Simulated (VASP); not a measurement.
# AlNi (Pm-3m) in VASP: single point with r2SCAN+U

Aim: the single point of AlNi with r2SCAN+U.

All numbers are computed with VASP 6.6.1; they aren't measurements. Logs are shortened: lines on timing, memory, paths and dates and some standing lists are left out, and cuts for length are marked.

### 1 The cell of the first run

The structure is cubic, space group Pm-3m (No. 221). Conventional cell: a = 2.881 Å, b = 2.881 Å, c = 2.881 Å, α = 90.00°, β = 90.00°, γ = 90.00°. Ni (site symmetry m-3m) has 8 Al at 2.50 Å and 6 Ni at 2.88 Å within 3.3 Å. Within 3.3 Å of Al (site symmetry m-3m) lie 8 Ni at 2.50 Å and 6 Al at 2.88 Å.

### 2 Single point, r2SCAN+U, collinear spin, ferromagnetic start

Input file POSCAR:

```
AlNi
1.0
    2.8810000000      0.0000000000      0.0000000000
    0.0000000000      2.8810000000      0.0000000000
    0.0000000000      0.0000000000      2.8810000000
Ni Al
1 1
Direct
    0.5000000000      0.5000000000      0.5000000000
    0.0000000000      0.0000000000      0.0000000000
```

Input file INCAR.step1:

```
SYSTEM = AlNi
PREC     = Accurate       ! precision mode
ENCUT    = 760            ! plane-wave cutoff, eV
ISMEAR   = 0              ! smearing method
SIGMA    = 0.01           ! smearing width, eV
LREAL    = .False.        ! projectors in reciprocal space
LASPH    = .True.         ! aspherical terms in the spheres
NELM     = 200            ! most SCF steps
ISPIN    = 2              ! spin polarisation
MAGMOM   = 1 0            ! initial moments
LMAXMIX  = 4              ! l up to which the mixer works
LDAU     = .True.         ! DFT+U
LDAUTYPE = 2            
LDAUL    = 2 -1           ! shell
LDAUU    = 7 0            ! U, eV
LDAUJ    = 0 0          
NBANDS   = 22             ! bands
GGA      = PE             ! functional
ALGO     = Normal         ! electronic algorithm
EDIFF    = 1E-5           ! SCF threshold, eV
LWAVE    = .True.         ! write WAVECAR
LCHARG   = .False.        ! write CHGCAR
GGA_COMPAT= .False.
```

Input file INCAR.step2:

```
SYSTEM = AlNi
PREC     = Accurate       ! precision mode
ENCUT    = 760            ! plane-wave cutoff, eV
EDIFF    = 1E-6           ! SCF threshold, eV
ISMEAR   = 0              ! smearing method
SIGMA    = 0.01           ! smearing width, eV
LREAL    = .False.        ! projectors in reciprocal space
LASPH    = .True.         ! aspherical terms in the spheres
NELM     = 200            ! most SCF steps
ALGO     = Normal         ! electronic algorithm
ISIF     = 2              ! what is computed and relaxed
LWAVE    = .False.        ! write WAVECAR
LCHARG   = .False.        ! write CHGCAR
ISPIN    = 2              ! spin polarisation
MAGMOM   = 1 0            ! initial moments
LORBIT   = 11             ! projections on sites
LMAXMIX  = 4              ! l up to which the mixer works
LDAU     = .True.         ! DFT+U
LDAUTYPE = 2            
LDAUL    = 2 -1           ! shell
LDAUU    = 7 0            ! U, eV
LDAUJ    = 0 0          
LDAUPRINT= 1            
METAGGA  = R2SCAN         ! meta-GGA
LMIXTAU  = .True.       
NBANDS   = 22             ! bands
ISTART   = 1            
GGA_COMPAT= .False.
```

Input file KPOINTS:

```
regular mesh
0
Gamma
  9 9 9
  0 0 0
```

Potentials or basis: VASP PAW PBE potentials, release 64 (Ni_sv_GW, Al).

Started as:

```console
> cat potpaw_PBE.64/Ni_sv_GW/POTCAR potpaw_PBE.64/Al/POTCAR > POTCAR
> cp INCAR.step1 INCAR
> mpirun -np 1 vasp_std > vasp.out
> cp INCAR.step2 INCAR
> mpirun -np 1 vasp_std > vasp.out
```

OUTCAR:

```text
SYSTEM = AlNi
   PREC = Accurate
   ENCUT = 760
   EDIFF = 1E-6
   ISMEAR = 0
   LREAL = .False.
   LASPH = .True.
   NELM = 200
   ISIF = 2
   ISPIN = 2
   LORBIT = 11
   METAGGA = R2SCAN
   ISTART = 1

 ion  position               nearest neighbor table
   1  0.500  0.500  0.500-   2 2.50   2 2.50   2 2.50   2 2.50   2 2.50   2 2.50   2 2.50   2 2.50

   2  0.000  0.000  0.000-   1 2.50   1 2.50   1 2.50   1 2.50   1 2.50   1 2.50   1 2.50   1 2.50

  LATTYP: Found a simple cubic cell.
 ALAT       =     2.8810000000

  Lattice vectors:

 A1 = (   2.8810000000,   0.0000000000,   0.0000000000)
 A2 = (   0.0000000000,   2.8810000000,   0.0000000000)
 A3 = (   0.0000000000,   0.0000000000,   2.8810000000)

Analysis of symmetry for initial positions (statically):
=====================================================================
 Subroutine PRICEL returns:
 Original cell was already a primitive cell.

 Routine SETGRP: Setting up the symmetry group for a
 simple cubic supercell.

 Subroutine GETGRP returns: Found 48 space group operations
 (whereof 48 operations were pure point group operations)
 out of a pool of 48 trial point group operations.

The static configuration has the point symmetry O_h .

Analysis of symmetry for dynamics (positions and initial velocities):
=====================================================================
 Subroutine PRICEL returns:
 Original cell was already a primitive cell.

 Routine SETGRP: Setting up the symmetry group for a
 simple cubic supercell.

 Subroutine GETGRP returns: Found 48 space group operations
 (whereof 48 operations were pure point group operations)
 out of a pool of 48 trial point group operations.

The dynamic configuration has the point symmetry O_h .

Analysis of structural, dynamic, and magnetic symmetry:
=====================================================================
[... 176 lines left out ...]
  o =  0.7631  v =  0.0000  0.0000  0.0000  0.0000  0.0000  0.0000 -0.0000  0.0960  0.0000 -0.9954      0.0000  0.0000  0.0000  0.0000  0.0000  0.0000  0.0000  0.0000  0.0000  0.0000
  o =  0.8210  v =  0.0000  0.0000  0.0000  0.0000  0.0000  0.0000  0.6594 -0.0000  0.7518 -0.0000      0.0000  0.0000  0.0000  0.0000  0.0000  0.0000  0.0000  0.0000  0.0000  0.0000
  o =  0.8210  v =  0.0000  0.0000  0.0000  0.0000  0.0000  1.0000  0.0000  0.0000  0.0000  0.0000      0.0000  0.0000  0.0000  0.0000  0.0000  0.0000  0.0000  0.0000  0.0000  0.0000
  o =  0.8210  v =  0.0000  0.0000  0.0000  0.0000  0.0000  0.0000  0.7518 -0.0000 -0.6594 -0.0000      0.0000  0.0000  0.0000  0.0000  0.0000  0.0000  0.0000  0.0000  0.0000  0.0000
  o =  0.8218  v =  1.0000  0.0000  0.0000  0.0000  0.0000  0.0000  0.0000  0.0000  0.0000  0.0000      0.0000  0.0000  0.0000  0.0000  0.0000  0.0000  0.0000  0.0000  0.0000  0.0000
  o =  0.8218  v =  0.0000 -0.3177  0.0000 -0.9482  0.0000  0.0000  0.0000  0.0000  0.0000  0.0000      0.0000  0.0000  0.0000  0.0000  0.0000  0.0000  0.0000  0.0000  0.0000  0.0000
  o =  0.8218  v =  0.0000 -0.9482  0.0000  0.3177  0.0000  0.0000  0.0000  0.0000  0.0000  0.0000      0.0000  0.0000  0.0000  0.0000  0.0000  0.0000  0.0000  0.0000  0.0000  0.0000
  o =  0.8369  v =  0.0000 -0.0000 -0.8942  0.0000 -0.4476  0.0000  0.0000  0.0000  0.0000  0.0000      0.0000  0.0000  0.0000  0.0000  0.0000  0.0000  0.0000  0.0000  0.0000  0.0000
  o =  0.8369  v =  0.0000 -0.0000 -0.4476  0.0000  0.8942  0.0000  0.0000  0.0000  0.0000  0.0000      0.0000  0.0000  0.0000  0.0000  0.0000  0.0000  0.0000  0.0000  0.0000  0.0000

 number of electron      20.9999980 magnetization       0.1300643

 Free energy of the ion-electron system (eV)
  ---------------------------------------------------
  ext. energy  EPLUGINS =         0.00000000
  ---------------------------------------------------
  free energy    TOTEN  =       -15.49562163 eV

  energy without entropy =      -15.49553746  energy(sigma->0) =      -15.49557955

 E-fermi :   8.7757     XC(G=0): -13.2524

 val. band max:        8.7668492576   @ k =   0.4444   0.3333   0.2222
 cond. band min:       8.8338706870   @ k =   0.3333   0.3333   0.1111
 fundamental gap:      0.0670214294
 Fermi energy:         8.7757458033

 spin component 1

 k-point     1 :       0.0000    0.0000    0.0000
  band No.  band energies     occupation
      1     -96.3065      1.00000
      2     -55.2883      1.00000
      3     -55.2883      1.00000
      4     -55.2883      1.00000
      5      -2.5370      1.00000
      6       4.8959      1.00000
[... 1193 lines left out ...]
     21      32.8595      0.00000
     22      36.9365      0.00000

 [... further k-points ...]

------------------------ aborting loop because EDIFF is reached ----------------------------------------

  FORCE on cell =-STRESS in cart. coord.  units (eV):
  Direction    XX          YY          ZZ          XY          YZ          ZX
  --------------------------------------------------------------------------------------
  -------------------------------------------------------------------------------------
  Total       -0.8680226     -0.8680226     -0.8680226      0.0000000      0.0000000     -0.0000000
  in kB      -58.1583161    -58.1583161    -58.1583161      0.0000000      0.0000000     -0.0000000
  external PRESSURE =     -58.1583161 kB  Pullay stress =       0.0000000 kB

 VOLUME and BASIS-vectors are now :
 -----------------------------------------------------------------------------
  energy-cutoff  :      760.00
  volume of cell :       23.91
      direct lattice vectors                 reciprocal lattice vectors
     2.881000000  0.000000000  0.000000000     0.347101701  0.000000000  0.000000000
     0.000000000  2.881000000  0.000000000     0.000000000  0.347101701  0.000000000
     0.000000000  0.000000000  2.881000000     0.000000000  0.000000000  0.347101701

 POSITION                                       TOTAL-FORCE (eV/Angst)
 -----------------------------------------------------------------------------------
      1.44050      1.44050      1.44050         0.000000      0.000000      0.000000
      0.00000      0.00000      0.00000         0.000000      0.000000      0.000000
 -----------------------------------------------------------------------------------
    total drift:                                0.000000      0.000000      0.000000

  FREE ENERGIE OF THE ION-ELECTRON SYSTEM (eV)
  ---------------------------------------------------
  free  energy   TOTEN  =       -15.4956216349 eV

  energy  without entropy=      -15.4955374623  energy(sigma->0) =      -15.49557955

 total charge

# of ion       s       p       d       f       tot
--------------------------------------------------
    1        2.204   6.280   8.095   0.002  16.581
    2        0.381   0.415   0.000   0.000   0.796
--------------------------------------------------
tot          2.585   6.695   8.095   0.002  17.377

 magnetization (x)

# of ion       s       p       d       f       tot
--------------------------------------------------
    1        0.002  -0.003   0.151   0.000   0.150
    2        0.003   0.005   0.000   0.000   0.008
--------------------------------------------------
tot          0.005   0.002   0.151   0.000   0.158
```

OUTCAR.step1:

```text
SYSTEM = AlNi
   PREC = Accurate
   ENCUT = 760
   ISMEAR = 0
   LREAL = .False.
   LASPH = .True.
[... 1448 lines left out ...]
      1.44050      1.44050      1.44050         0.000000      0.000000      0.000000
      0.00000      0.00000      0.00000         0.000000      0.000000      0.000000
 -----------------------------------------------------------------------------------
    total drift:                                0.000000      0.000000      0.000000

  FREE ENERGIE OF THE ION-ELECTRON SYSTEM (eV)
  ---------------------------------------------------
  free  energy   TOTEN  =        -5.9455360785 eV

  energy  without entropy=       -5.9454437148  energy(sigma->0) =       -5.94548990
```

OSZICAR.step1:

```text
N       E                     dE             d eps       ncg     rms          rms(c)
DAV:   1     0.223020794613E+03    0.22302E+03   -0.15123E+04  5080   0.374E+03
DAV:   2     0.270650698827E+01   -0.22031E+03   -0.20953E+03  5010   0.820E+02
DAV:   3    -0.790694566867E+01   -0.10613E+02   -0.10571E+02  5004   0.189E+02
DAV:   4    -0.810924918202E+01   -0.20230E+00   -0.20225E+00  4398   0.137E+01
DAV:   5    -0.811657284305E+01   -0.73237E-02   -0.73176E-02  4294   0.265E+00    0.153E+01
DAV:   6    -0.106473961694E+02   -0.25308E+01   -0.37479E+01  4582   0.390E+02    0.192E+01
DAV:   7    -0.593774043675E+01    0.47097E+01   -0.15192E+01  4278   0.249E+02    0.213E+00
DAV:   8    -0.595020171462E+01   -0.12461E-01   -0.37226E-01  5026   0.235E+01    0.127E+00
DAV:   9    -0.594502087324E+01    0.51808E-02   -0.69522E-02  5216   0.118E+01    0.580E-01
DAV:  10    -0.594478792999E+01    0.23294E-03   -0.51994E-03  5316   0.447E+00    0.199E-01
DAV:  11    -0.594532227889E+01   -0.53435E-03   -0.28779E-03  5880   0.290E+00    0.104E-01
DAV:  12    -0.594550154670E+01   -0.17927E-03   -0.56624E-04  5128   0.111E+00    0.423E-02
DAV:  13    -0.594552767287E+01   -0.26126E-04   -0.60709E-05  3204   0.325E-01    0.268E-02
DAV:  14    -0.594553607848E+01   -0.84056E-05   -0.43365E-05  2748   0.353E-01
   1 F= -.59455361E+01 E0= -.59454899E+01  d E =-.923637E-04  mag=     0.0995
```

Wall time 2.7 min (1 thread of Intel Xeon Platinum 8488C (Sapphire Rapids), shared host); peak memory 0.23 GiB.

Results:

```yaml
Free_energy: -15.4956 eV
Pressure: -5.8 GPa
Net_moment: 0.13 μB per cell
Site_moments: Ni +0.15; Al +0.01 μB
Valence_electrons_inside_the_program's_atomic_spheres: Ni 16.58; Al 0.80
```

Eigenvalues of the final occupation matrices:
```tsv
site	spin	trace	eigenvalues
site 1 d	1	4.14	0.82 0.82 0.82 0.84 0.84
site 1 d	2	3.99	0.76 0.76 0.82 0.82 0.82
```

Caveat: the cell stands under tension; the PAW data sets were made with another functional, which shifts forces and pressure a little; the U is typed as a test and isn't derived for this compound. The state reached can hang on the start; a lower one may exist.
